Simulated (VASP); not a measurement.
# MgF2 (P4_2/mnm) in VASP: further runs, part 3 of 3

VASP 6.6.1. The steps go on from the part before.

## (6) Single point, r2SCAN (11.50 Å³/atom)

This run uses another cell than the first one, of 11.50 Å³/atom.

POSCAR

```
MgF2
1.0
    4.7223301994      0.0000000000      0.0000000000
    0.0000000000      4.7223301994      0.0000000000
    0.0000000000      0.0000000000      3.0929708605
Mg F
2 4
Direct
    0.0000000000      0.0000000000      0.0000000000
    0.5000000000      0.5000000000      0.5000000000
    0.3042534894      0.3042534894      0.0000000000
    0.1957465106      0.8042534894      0.5000000000
    0.6957465106      0.6957465106      0.0000000000
    0.8042534894      0.1957465106      0.5000000000
```

INCAR.step1

```
SYSTEM = MgF2
PREC = Accurate
ENCUT = 660
ISMEAR = 0
SIGMA = 0.02
LREAL = .FALSE.
LASPH = .TRUE.
NELM = 120
NBANDS = 25
GGA = PE
ALGO = Normal
EDIFF = 1E-5
LWAVE = .TRUE.
LCHARG = .FALSE.
GGA_COMPAT = .FALSE.
```

INCAR.step2

```
SYSTEM = MgF2
PREC = Accurate
ENCUT = 660
EDIFF = 1E-6
ISMEAR = 0
SIGMA = 0.02
LREAL = .FALSE.
LASPH = .TRUE.
NELM = 120
ALGO = Normal
ISIF = 2
LWAVE = .FALSE.
LCHARG = .FALSE.
METAGGA = R2SCAN
LMIXTAU = .TRUE.
NBANDS = 25
ISTART = 1
GGA_COMPAT = .FALSE.
```

KPOINTS

```
Automatic mesh
0
G
  6 6 8
  0 0 0
```

Potentials or basis: VASP PAW PBE potentials, release 64 (Mg, F).

The run is started by

```console
$ cat potpaw_PBE.64/Mg/POTCAR potpaw_PBE.64/F/POTCAR > POTCAR
$ cp INCAR.step1 INCAR
$ mpirun -np 1 vasp_std > vasp.out
$ cp INCAR.step2 INCAR
$ mpirun -np 1 vasp_std > vasp.out
```

OUTCAR:

```text
SYSTEM = MgF2
   PREC = Accurate
   ENCUT = 660
   EDIFF = 1E-6
   ISMEAR = 0
   LREAL = .FALSE.
   LASPH = .TRUE.
   NELM = 120
   ISIF = 2
   METAGGA = R2SCAN
   ISTART = 1

 ion  position               nearest neighbor table
   1  0.000  0.000  0.000-   4 2.02   6 2.02   4 2.02   6 2.02   5 2.03   3 2.03
   2  0.500  0.500  0.500-   3 2.02   5 2.02   3 2.02   5 2.02   4 2.03   6 2.03
   3  0.304  0.304  0.000-   2 2.02   2 2.02   1 2.03
   4  0.196  0.804  0.500-   1 2.02   1 2.02   2 2.03
   5  0.696  0.696  0.000-   2 2.02   2 2.02   1 2.03
   6  0.804  0.196  0.500-   1 2.02   1 2.02   2 2.03

  LATTYP: Found a simple tetragonal cell.
 ALAT       =     4.7223301994
 C/A-ratio  =     0.6549670883

  Lattice vectors:

 A1 = (   4.7223301994,   0.0000000000,   0.0000000000)
 A2 = (   0.0000000000,   4.7223301994,   0.0000000000)
 A3 = (   0.0000000000,   0.0000000000,   3.0929708605)

Analysis of symmetry for initial positions (statically):
=====================================================================
 Subroutine PRICEL returns:
 Original cell was already a primitive cell.

 Routine SETGRP: Setting up the symmetry group for a
 simple tetragonal supercell.

 Subroutine GETGRP returns: Found 16 space group operations
 (whereof  8 operations were pure point group operations)
 out of a pool of 16 trial point group operations.

The static configuration has the point symmetry D_2h.
 The point group associated with its full space group is D_4h.

Analysis of symmetry for dynamics (positions and initial velocities):
=====================================================================
 Subroutine PRICEL returns:
 Original cell was already a primitive cell.

 Routine SETGRP: Setting up the symmetry group for a
 simple tetragonal supercell.

 Subroutine GETGRP returns: Found 16 space group operations
 (whereof  8 operations were pure point group operations)
 out of a pool of 16 trial point group operations.

The dynamic configuration has the point symmetry D_2h.
 The point group associated with its full space group is D_4h.

 Subroutine INISYM returns: Found 16 space group operations
 (whereof  8 operations are pure point group operations),
 and found     1 'primitive' translations

----------------------------------------------------------------------------------------

                                     Primitive cell

  volume of cell :      68.9745

  direct lattice vectors                    reciprocal lattice vectors
     4.722330199  0.000000000  0.000000000     0.211759864  0.000000000  0.000000000
     0.000000000  4.722330199  0.000000000     0.000000000  0.211759864  0.000000000
     0.000000000  0.000000000  3.092970860     0.000000000  0.000000000  0.323313748

  length of vectors
     4.722330199  4.722330199  3.092970860     0.211759864  0.211759864  0.323313748

  position of ions in fractional coordinates (direct lattice)
     0.000000000  0.000000000  0.000000000
     0.500000000  0.500000000  0.500000000
     0.304253489  0.304253489  0.000000000
     0.195746511  0.804253489  0.500000000
     0.695746511  0.695746511  0.000000000
     0.804253489  0.195746511  0.500000000

  ion indices of the primitive-cell ions
   primitive index   ion index
                 1           1
                 2           2
[... 25 lines left out ...]

 Subroutine IBZKPT returns following result:
 ===========================================

 Found     50 irreducible k-points:

 Following reciprocal coordinates:
            Coordinates               Weight
  0.000000  0.000000  0.000000      1.000000
  0.166667  0.000000  0.000000      4.000000
  0.333333  0.000000  0.000000      4.000000
  0.500000  0.000000  0.000000      2.000000
  0.166667  0.166667  0.000000      4.000000
  0.333333  0.166667  0.000000      8.000000
[... 16 lines left out ...]
  0.333333  0.000000  0.250000      8.000000
  0.500000  0.000000  0.250000      4.000000
 [... further k-points ...]
   k-points           NKPTS =     50   k-points in BZ     NKDIM =     50   number of bands    NBANDS=     25
   number of dos      NEDOS =    301   number of ions     NIONS =      6
   total plane-waves  NPLWV =  44800
   dimension x,y,z NGX =    40 NGY =   40 NGZ =   28
   dimension x,y,z NGXF=    80 NGYF=   80 NGZF=   56
   ions per type =               2   4
   NGX,Y,Z   is equivalent  to a cutoff of  14.08, 14.08, 15.05 a.u.
   NGXF,Y,Z  is equivalent  to a cutoff of  28.16, 28.16, 30.10 a.u.
 SYSTEM =  MgF2
   PREC   = accura    normal or accurate (medium, high low for compatibility)
   ISTART =      1    job   : 0-new  1-cont  2-samecut
   ICHARG =      0    charge: 1-file 2-atom 10-const
   ISPIN  =      1    spin polarized calculation?
   LNONCOLLINEAR =      F non collinear calculations
   LSORBIT =      F    spin-orbit coupling
   LASPH  =      T    aspherical Exc in radial PAW
   ENCUT  =  660.0 eV  48.51 Ry    6.96 a.u.   9.89  9.89  6.48*2*pi/ulx,y,z
   NELM   =    120;   NELMIN=  2; NELMDL=  0     # of ELM steps
   EDIFF  = 0.1E-05   stopping-criterion for ELM
   LREAL  =      F    real-space projection
   EDIFFG = 0.1E-04   stopping-criterion for IOM
   NSW    =      0    number of steps for IOM
   IBRION =     -1    ionic relax: 0-MD 1-quasi-New 2-CG
   NFREE  =      0    steps in history (QN), initial steepest desc. (CG)
   ISIF   =      2    stress and relaxation
   ISYM   =      2    0-nonsym 1-usesym 2-fastsym
   POTIM  = 0.5000    time-step for ionic-motion
   TEBEG  =    0.0;   TEEND  =   0.0 temperature during run
   PSTRESS=    0.0 pullay stress
   NELECT =      32.0000    total number of electrons
   NUPDOWN=      -1.0000    fix difference up-down
   EMIN   =  10.00;   EMAX   =-10.00  energy-range for DOS
   EFERMI =   0.00;   METHOD = LEGACY
   ISMEAR =     0;   SIGMA  =   0.02  broadening in eV -4-tet -1-fermi 0-gaus
   EFERMI_NEDOS =   21; number of points for ismear=-14 and -15
   IALGO  =     38    algorithm
   IMIX   =      4    mixing-type and parameters
     AMIX     =   0.40;   BMIX     =  1.00
     AMIX_MAG =   1.60;   BMIX_MAG =  1.00
  volume/ion in A,a.u.               =      11.50        77.58
  Fermi-wavevector in a.u.,A,eV,Ry     =   1.267346  2.394937 21.853225  1.606167
  Thomas-Fermi vector in A             =   2.400499
   LORBIT       =      0    0 simple, 1 ext, 2 COOP (PROOUT), +10 PAW based schemes
   METAGGA = R2SCAN    functional components
   LHFCALC =     F    Hartree Fock is set to
   AEXX    =    0.0000 exact exchange contribution
   IVDW    =     0    specifies the selected vdW correction
   LEPSILON=     F    determine dielectric tensor
   LRPA    =     F    only Hartree local field effects (RPA)
 non-spin polarized calculation
 Gauss-broadening in eV      SIGMA  =   0.02
  energy-cutoff  :      660.00
  volume of cell :       68.97
 maximum number of plane-waves:      2688
 NGX is ok and might be reduce to    40
   NGX = 19   NGY = 19   NGZ = 13

 number of electron      31.9999992 magnetization

 Free energy of the ion-electron system (eV)
  ---------------------------------------------------
  ext. energy  EPLUGINS =         0.00000000
  ---------------------------------------------------
  free energy    TOTEN  =       -43.77072320 eV

  energy without entropy =      -43.77072320  energy(sigma->0) =      -43.77072320

 E-fermi :  -2.0527     XC(G=0):  -9.9545

 val. band max:       -2.1917080140   @ k =   0.0000   0.0000   0.0000
 cond. band min:       5.4505259889   @ k =   0.0000   0.0000   0.0000
 fundamental gap:      7.6422340029
 Fermi energy:        -2.0527229948

 k-point     1 :       0.0000    0.0000    0.0000
  band No.  band energies     occupation
      1     -23.8573      2.00000
      2     -23.1744      2.00000
      3     -23.1744      2.00000
      4     -23.1049      2.00000
      5      -6.0195      2.00000
      6      -4.4717      2.00000
[... 661 lines left out ...]
     24      14.5936      0.00000
     25      16.2603      0.00000

 [... further k-points ...]
[... 5 lines left out ...]
  --------------------------------------------------------------------------------------
  -------------------------------------------------------------------------------------
  Total       -2.8685442     -2.8685442     -2.9261692     -0.0000000      0.0000000      0.0000000
  in kB      -66.6321152    -66.6321152    -67.9706590     -0.0000000      0.0000000      0.0000000
  external PRESSURE =     -67.0782964 kB  Pullay stress =       0.0000000 kB

 VOLUME and BASIS-vectors are now :
 -----------------------------------------------------------------------------
  energy-cutoff  :      660.00
  volume of cell :       68.97
      direct lattice vectors                 reciprocal lattice vectors
     4.722330199  0.000000000  0.000000000     0.211759864  0.000000000  0.000000000
     0.000000000  4.722330199  0.000000000     0.000000000  0.211759864  0.000000000
     0.000000000  0.000000000  3.092970860     0.000000000  0.000000000  0.323313748

 POSITION                                       TOTAL-FORCE (eV/Angst)
 -----------------------------------------------------------------------------------
      0.00000      0.00000      0.00000        -0.000000      0.000000      0.000000
      2.36117      2.36117      1.54649        -0.000000      0.000000      0.000000
      1.43679      1.43679      0.00000         0.005015      0.005015     -0.000000
      0.92438      3.79795      1.54649        -0.005015      0.005015     -0.000000
      3.28554      3.28554      0.00000        -0.005015     -0.005015      0.000000
      3.79795      0.92438      1.54649         0.005015     -0.005015      0.000000
 -----------------------------------------------------------------------------------
    total drift:                               -0.000000      0.000000      0.000000

  FREE ENERGIE OF THE ION-ELECTRON SYSTEM (eV)
  ---------------------------------------------------
  free  energy   TOTEN  =       -43.7707232024 eV

  energy  without entropy=      -43.7707232024  energy(sigma->0) =      -43.77072320
```

Wall time 2.8 min (1 thread of Intel Xeon 6975P-C (Granite Rapids), shared host); peak memory 0.28 GiB.

What came out:

| Property | Result |
| --- | --- |
| Free energy | -43.7707 eV |
| Pressure | -6.7 GPa |
| Largest force | 0.007 eV/Å |
| Band gap on the k mesh | 7.64 eV |

Forces in eV/Å, atoms in the order of the input:
```
Mg   0.000  0.000  0.000
Mg   0.000  0.000  0.000
F    0.005  0.005  0.000
F   -0.005  0.005  0.000
F   -0.005 -0.005  0.000
F    0.005 -0.005  0.000
```

Stress tensor (GPa, compression positive):
```
-6.66  0.00  0.00
 0.00 -6.66  0.00
 0.00  0.00 -6.80
```

Caveat: the cell stands under tension; the PAW data sets were made with another functional, which shifts forces and pressure a little. A k mesh can miss the band edges.

## (7) Summary

| cell | gap on the mesh (eV) | pressure (GPa) | largest force (eV/Å) |
| --- | --- | --- | --- |
| a = 4.521, b = 4.521, c = 2.993 Å, 6 atoms, atomic positions A | 8.48 | 5.9 | 0.01 |
| a = 4.572, b = 4.572, c = 3.019 Å, 6 atoms, atomic positions A | 8.25 | 1.9 | 0.01 |
| a = 4.622, b = 4.622, c = 3.046 Å, 6 atoms, atomic positions A | 8.03 | -1.5 | 0.01 |
| a = 4.672, b = 4.672, c = 3.071 Å, 6 atoms, atomic positions A | 7.83 | -4.3 | 0.01 |
| a = 4.722, b = 4.722, c = 3.093 Å, 6 atoms, atomic positions B | 7.64 | -6.7 | 0.01 |

Alike in all rows: task single point; level r2SCAN; potentials or basis VASP PAW PBE potentials, release 64 (Mg, F); no spin polarisation; k mesh 6 × 6 × 8; cutoff (eV) 660; smearing gaussian 0.02 eV.

Caveats: the PAW data sets were made with another functional, which shifts forces and pressure a little; the cell stands under tension (at least some runs); the cell stands under pressure (at least some runs).

Absolute energies hang on the potentials; compare differences alone.
